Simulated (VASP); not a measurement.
Here is a VASP 6.6.1 calculation.

Contents of INCAR:

```
  PREC = Accurate
  ENCUT = 520
  EDIFF = 1E-6
  ISMEAR = -1
  SIGMA = 0.1
  LREAL = False
  LASPH = True
  NELM = 80
  ALGO = Normal
  ISIF = 2
  LWAVE = False
  LCHARG = False
  GGA = PE
  NBANDS = 26
```

File KPOINTS:

```
Automatic mesh
0
Gamma
  10 10 10
```

POSCAR

```
Sr2FeCl
1.0
    1.9567720000      3.3892220000      0.0000000000
   -1.9567720000      3.3892220000      0.0000000000
    0.0000000000     -2.2594820000      7.0105840000
Fe Cl Sr
1 1 2
Direct
    0.5000000000      0.5000000000      0.5000000000
    0.0000000000      0.0000000000      0.0000000000
    0.2308000000      0.2308000000      0.6924000000
    0.7692000000      0.7692000000      0.3076000000
```

Potentials or basis: VASP PAW PBE potentials, release 64 (Fe, Cl, Sr_sv).

The run is started by

```console
$ cat potpaw_PBE.64/Fe/POTCAR potpaw_PBE.64/Cl/POTCAR potpaw_PBE.64/Sr_sv/POTCAR > POTCAR
$ mpirun -np 1 vasp_std > vasp.out
```

(1) Predict the band gap on the k mesh.

(2) What does it give for the largest force?

(3) Estimate the pressure.

Answers

(1) zero (an odd number of electrons rules out a gap without spin polarisation).

(2) 3.061 eV/Å.

(3) 14.5 GPa.

Caveat: the cell stands under pressure; an odd number of electrons without spin polarisation forces a metal; a magnetic or distorted state may lie lower; the run has no spin polarisation, though such a crystal can be magnetic.
